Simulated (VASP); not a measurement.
# SnSe in VASP: single point with r2SCAN

Aim: the single point of SnSe with r2SCAN.

Everything below comes from runs of VASP 6.6.1. Logs are shortened: lines on timing, memory, paths and dates and some standing lists are left out, and cuts for length are marked.

## (1) The cell of the first run

The cell holds a slab with vacuum, 4 atoms: a = 4.285 Å, b = 4.285 Å, c = 10.991 Å, α = 90.00°, β = 90.00°, γ = 90.00°.

## (2) Single point, r2SCAN (atom 3 (Se) moved -0.090 Å towards its neighbour atom 2 (Sn) at 3.033 Å)

The input, POSCAR:

```
SnSe
1.0
    4.2853274191      0.0000000000      0.0000000000
    0.0000000000      4.2853274191      0.0000000000
    0.0000000000      0.0000000000     10.9906921300
Sn Se
2 2
Direct
    0.5000000000      0.0000000000      0.3722291100
    0.0000000000      0.5000000000      0.6277708900
    0.5148371573      0.0148371573      0.6156913687
    0.0000000000      0.5000000000      0.3839605100
```

The input, INCAR.step1:

```
SYSTEM = SnSe
ALGO = Normal
EDIFF = 1E-4
ENCUT = 520
GGA = PE
ISMEAR = 0
LASPH = .True.
LCHARG = .False.
LREAL = .False.
LWAVE = .True.
NBANDS = 28
NELM = 100
PREC = Accurate
SIGMA = 0.05
```

The input, INCAR.step2:

```
SYSTEM = SnSe
ALGO = Normal
EDIFF = 1E-6
ENCUT = 520
ISIF = 2
ISMEAR = 0
ISTART = 1
LASPH = .True.
LCHARG = .False.
LMIXTAU = .True.
LREAL = .False.
LWAVE = .False.
METAGGA = R2SCAN
NBANDS = 28
NELM = 100
PREC = Accurate
SIGMA = 0.05
```

The input, KPOINTS:

```
k-points
0
Gamma
  6 6 4
  0 0 0
```

Potentials or basis: VASP PAW PBE potentials, release 64 (Sn_d, Se).

The run is started by

```console
> cat potpaw_PBE.64/Sn_d/POTCAR potpaw_PBE.64/Se/POTCAR > POTCAR
> cp INCAR.step1 INCAR
> mpirun -np 1 vasp_std > vasp.out
> cp INCAR.step2 INCAR
> mpirun -np 1 vasp_std > vasp.out
```

OUTCAR:

```text
SYSTEM = SnSe
   EDIFF = 1E-6
   ENCUT = 520
   ISIF = 2
   ISMEAR = 0
   ISTART = 1
   LASPH = .True.
   LREAL = .False.
   METAGGA = R2SCAN
   NELM = 100
   PREC = Accurate

 ion  position               nearest neighbor table
   1  0.500  0.000  0.372-   3 2.68   4 3.03   4 3.03   4 3.03   4 3.03
   2  0.000  0.500  0.628-   4 2.68   3 2.94   3 3.03   3 3.03   3 3.12
   3  0.515  0.015  0.616-   1 2.68   2 2.94   2 3.03   2 3.03   2 3.12
   4  0.000  0.500  0.384-   2 2.68   1 3.03   1 3.03   1 3.03   1 3.03

  LATTYP: Found a simple tetragonal cell.
 ALAT       =     4.2853274191
 C/A-ratio  =     2.5647263453

  Lattice vectors:

 A1 = (   4.2853274191,   0.0000000000,   0.0000000000)
 A2 = (   0.0000000000,   4.2853274191,   0.0000000000)
 A3 = (   0.0000000000,   0.0000000000,  10.9906921300)

Analysis of symmetry for initial positions (statically):
=====================================================================
 Subroutine PRICEL returns:
 Original cell was already a primitive cell.

 Routine SETGRP: Setting up the symmetry group for a
 simple tetragonal supercell.

 Subroutine GETGRP returns: Found  2 space group operations
 (whereof  1 operations were pure point group operations)
 out of a pool of 16 trial point group operations.

The static configuration has the point symmetry C_1 .
 The point group associated with its full space group is C_1h.

Analysis of symmetry for dynamics (positions and initial velocities):
=====================================================================
 Subroutine PRICEL returns:
 Original cell was already a primitive cell.

 Routine SETGRP: Setting up the symmetry group for a
 simple tetragonal supercell.

 Subroutine GETGRP returns: Found  2 space group operations
 (whereof  1 operations were pure point group operations)
 out of a pool of 16 trial point group operations.

The dynamic configuration has the point symmetry C_1 .
 The point group associated with its full space group is C_1h.

 Subroutine INISYM returns: Found  2 space group operations
 (whereof  1 operations are pure point group operations),
 and found     1 'primitive' translations

----------------------------------------------------------------------------------------

                                     Primitive cell

  volume of cell :     201.8334

  direct lattice vectors                    reciprocal lattice vectors
[... 83 lines left out ...]
   ISTART =      1    job   : 0-new  1-cont  2-samecut
   ICHARG =      0    charge: 1-file 2-atom 10-const
   ISPIN  =      1    spin polarized calculation?
   LNONCOLLINEAR =      F non collinear calculations
   LSORBIT =      F    spin-orbit coupling
   LASPH  =      T    aspherical Exc in radial PAW
   ENCUT  =  520.0 eV  38.22 Ry    6.18 a.u.   7.97  7.97 20.44*2*pi/ulx,y,z
   NELM   =    100;   NELMIN=  2; NELMDL=  0     # of ELM steps
   EDIFF  = 0.1E-05   stopping-criterion for ELM
   LREAL  =      F    real-space projection
   EDIFFG = 0.1E-04   stopping-criterion for IOM
   NSW    =      0    number of steps for IOM
   IBRION =     -1    ionic relax: 0-MD 1-quasi-New 2-CG
   NFREE  =      0    steps in history (QN), initial steepest desc. (CG)
   ISIF   =      2    stress and relaxation
   ISYM   =      2    0-nonsym 1-usesym 2-fastsym
   POTIM  = 0.5000    time-step for ionic-motion
   TEBEG  =    0.0;   TEEND  =   0.0 temperature during run
   PSTRESS=    0.0 pullay stress
   NELECT =      40.0000    total number of electrons
   NUPDOWN=      -1.0000    fix difference up-down
   EMIN   =  10.00;   EMAX   =-10.00  energy-range for DOS
   EFERMI =   0.00;   METHOD = LEGACY
   ISMEAR =     0;   SIGMA  =   0.05  broadening in eV -4-tet -1-fermi 0-gaus
   EFERMI_NEDOS =   21; number of points for ismear=-14 and -15
   IALGO  =     38    algorithm
   IMIX   =      4    mixing-type and parameters
     AMIX     =   0.40;   BMIX     =  1.00
     AMIX_MAG =   1.60;   BMIX_MAG =  1.00
  volume/ion in A,a.u.               =      50.46       340.51
  Fermi-wavevector in a.u.,A,eV,Ry     =   0.954473  1.803693 12.395171  0.911019
  Thomas-Fermi vector in A             =   2.083223
   LORBIT       =      0    0 simple, 1 ext, 2 COOP (PROOUT), +10 PAW based schemes
   METAGGA = R2SCAN    functional components
   LHFCALC =     F    Hartree Fock is set to
   AEXX    =    0.0000 exact exchange contribution
   IVDW    =     0    specifies the selected vdW correction
   LEPSILON=     F    determine dielectric tensor
   LRPA    =     F    only Hartree local field effects (RPA)
 non-spin polarized calculation
 Gauss-broadening in eV      SIGMA  =   0.05
  energy-cutoff  :      520.00
  volume of cell :      201.83
 maximum number of plane-waves:      5480
   NGX = 15   NGY = 15   NGZ = 41

 number of electron      40.0000021 magnetization

 Free energy of the ion-electron system (eV)
  ---------------------------------------------------
  ext. energy  EPLUGINS =         0.00000000
  ---------------------------------------------------
  free energy    TOTEN  =       -79.56778117 eV

  energy without entropy =      -79.56778117  energy(sigma->0) =      -79.56778117

 E-fermi :   0.7299     XC(G=0):  -6.2071

 val. band max:        0.4512949004   @ k =   0.3333   0.0000   0.5000
 cond. band min:       2.2248236851   @ k =   0.3333   0.0000   0.5000
 fundamental gap:      1.7735287847
 Fermi energy:         0.7299394582

 k-point     1 :       0.0000    0.0000    0.0000
  band No.  band energies     occupation
      1     -21.3167      2.00000
      2     -21.3125      2.00000
      3     -21.3110      2.00000
      4     -21.3054      2.00000
      5     -21.2918      2.00000
      6     -21.2598      2.00000
[... 733 lines left out ...]
     27       6.2989      0.00000
     28       6.9125      0.00000

 [... further k-points ...]
[... 5 lines left out ...]
  --------------------------------------------------------------------------------------
  -------------------------------------------------------------------------------------
  Total        0.0897168      0.0897168      0.0885092      0.0477427     -0.2196981     -0.2197016
  in kB        0.7121823      0.7121823      0.7025963      0.3789869     -1.7439890     -1.7440171
  external PRESSURE =       0.7089870 kB  Pullay stress =       0.0000000 kB

 VOLUME and BASIS-vectors are now :
 -----------------------------------------------------------------------------
  energy-cutoff  :      520.00
  volume of cell :      201.83
      direct lattice vectors                 reciprocal lattice vectors
     4.285327419  0.000000000  0.000000000     0.233354398  0.000000000  0.000000000
     0.000000000  4.285327419  0.000000000     0.000000000  0.233354398  0.000000000
     0.000000000  0.000000000 10.990692130     0.000000000  0.000000000  0.090986081

 POSITION                                       TOTAL-FORCE (eV/Angst)
 -----------------------------------------------------------------------------------
      2.14266      0.00000      4.09106        -0.017581     -0.017581     -0.041814
      0.00000      2.14266      6.89964        -0.015384     -0.015384      0.018645
      2.20625      0.06358      6.76687        -0.070952     -0.070952      0.028488
      0.00000      2.14266      4.21999         0.103917      0.103917     -0.005319
 -----------------------------------------------------------------------------------
    total drift:                                0.000164      0.000164      0.000094

  FREE ENERGIE OF THE ION-ELECTRON SYSTEM (eV)
  ---------------------------------------------------
  free  energy   TOTEN  =       -79.5677811668 eV

  energy  without entropy=      -79.5677811668  energy(sigma->0) =      -79.56778117
```

OSZICAR.step1:

```text
N       E                     dE             d eps       ncg     rms          rms(c)
DAV:   1     0.342161545388E+03    0.34216E+03   -0.18698E+04  2756   0.146E+03
DAV:   2     0.302220192529E+02   -0.31194E+03   -0.30341E+03  2828   0.362E+02
DAV:   3    -0.145311127165E+02   -0.44753E+02   -0.43909E+02  3320   0.144E+02
DAV:   4    -0.166978132272E+02   -0.21667E+01   -0.21570E+01  3072   0.335E+01
DAV:   5    -0.167590883798E+02   -0.61275E-01   -0.61259E-01  3536   0.594E+00    0.456E+00
DAV:   6    -0.162791350481E+02    0.47995E+00   -0.10673E+00  3644   0.524E+00    0.283E+00
DAV:   7    -0.162563509094E+02    0.22784E-01   -0.31550E-01  3260   0.221E+00    0.123E+00
DAV:   8    -0.162458494357E+02    0.10501E-01   -0.33490E-02  3040   0.119E+00    0.250E-01
DAV:   9    -0.162418276292E+02    0.40218E-02   -0.61436E-03  3156   0.465E-01    0.125E-01
DAV:  10    -0.162402332207E+02    0.15944E-02   -0.28793E-03  2496   0.206E-01    0.479E-02
DAV:  11    -0.162408354607E+02   -0.60224E-03   -0.13916E-03  2364   0.156E-01    0.599E-02
DAV:  12    -0.162420498893E+02   -0.12144E-02   -0.46285E-04  2256   0.128E-01    0.154E-02
DAV:  13    -0.162421569614E+02   -0.10707E-03   -0.60781E-05  2072   0.814E-02    0.118E-02
DAV:  14    -0.162421627971E+02   -0.58357E-05   -0.14746E-05  2048   0.540E-02
   1 F= -.16242163E+02 E0= -.16242163E+02  d E =-.185932E-12
```

Wall time 7.1 min (1 thread of Intel Xeon 6975P-C (Granite Rapids), shared host); peak memory 0.46 GiB.

Results:

* Free energy: -79.5678 eV
* Largest force: 0.147 eV/Å
* Band gap on the k mesh: 1.77 eV, direct

Forces on the atoms (eV/Å):
```
Sn  -0.018 -0.018 -0.042
Sn  -0.015 -0.015  0.019
Se  -0.071 -0.071  0.028
Se   0.104  0.104 -0.005
```

Levels at points of the mesh, in eV from the valence-band top:
```csv
k point,band 17,band 18,band 19,band 20,band 21,band 22,band 23,band 24
"(0.00, 0.00, 0.00)",-3.17,-1.81,-1.81,-0.29,1.92,4.16,4.19,4.78
"(0.50, 0.00, 0.00)",-1.70,-1.58,-0.14,-0.12,1.82,1.84,2.28,2.43
"(0.50, 0.50, 0.00)",-3.31,-3.31,-1.77,-1.76,4.00,4.02,5.18,5.20
"(0.00, 0.00, 0.50)",-3.17,-1.81,-1.81,-0.29,1.78,4.16,4.78,4.80
"(0.50, 0.00, 0.50)",-1.70,-1.58,-0.14,-0.12,1.82,1.84,2.28,2.43
"(0.50, 0.50, 0.50)",-3.31,-3.31,-1.77,-1.76,3.97,3.99,5.24,5.26
```

Caveat: the cell differs from its parent crystal (atom 3 (Se) moved -0.090 Å towards its neighbour atom 2 (Sn) at 3.033 Å); the PAW data sets were made with another functional, which shifts forces and pressure a little; spin-orbit coupling is left out, which moves the levels of the heavy elements.
